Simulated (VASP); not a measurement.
CdHgS2:

```
Cd Hg S
1.0
     4.21928    0.00000    0.00000
     0.00000    4.21928    0.00000
     0.00000    0.00000    5.94037
Cd Hg S
1 1 2
Direct
  0.00000 0.00000 0.00000
  0.50000 0.50000 0.50000
  0.50000 0.00000 0.24651
  0.00000 0.50000 0.75349
```

Base run:

```yaml
Program: VASP 6.6.1
Functional: r2SCAN
Potentials_or_basis: VASP PAW PBE potentials, release 64 (Cd, Hg, S)
Cutoff: 520 eV
k_mesh: 8 × 8 × 6
Occupations: gaussian, width 0.01 eV
Spin: no spin polarisation
```

Its results: band gap on the k mesh 0.56 eV, direct; pressure -1.3 GPa; largest force 0.005 eV/Å.

Question: The run is repeated on the same cell with these changes: functional from r2SCAN to PBE. What comes out?

Answer: Band gap on the k mesh 0.22 eV, direct; pressure 0.3 GPa; largest force 0.008 eV/Å.

r2SCAN gives the wider gap, since meta-GGAs in the generalised Kohn-Sham scheme recover part of the derivative discontinuity.

Caveats: spin-orbit coupling is left out, which moves the levels of the heavy elements; the PAW data sets were made with another functional, which shifts forces and pressure a little (some runs).

